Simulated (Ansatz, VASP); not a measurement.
**One calculation of Al, two programs**

```
Al
1.0
     0.00000    2.33651    1.51873
     2.33651    0.00000    1.51873
     2.33651    2.33651    0.00000
Al
1
Direct
  0.00000 0.00000 0.00000
```

Alike in both runs: task single point; functional r2SCAN; k mesh 22 × 22 × 22; occupations gaussian, width 0.15 eV; no spin polarisation.

|  | VASP | Ansatz |
| --- | --- | --- |
| version | VASP 6.6.1 | Ansatz 0.2.0 |
| potentials or method | VASP PAW PBE potentials, release 64 (Al), cutoff 520 eV | scalar-relativistic, plane waves, PAW |
| valence electrons in the cell | 3 | 3 |

```csv
,VASP,Ansatz,Ansatz less VASP
gap on the k mesh at the Fermi level (eV),none,none,-
pressure (GPa),-2.1,-1.8,+0.29
"traceless stress, the component that is largest in VASP (GPa)",-1.43,-1.42,+0.007
```

VASP's potentials were made for PBE, not for r2SCAN. A gap of «none» marks a metal or a gap that the smearing closes. With one functional, cell and mesh, what is left measures potentials, basis and numerics.
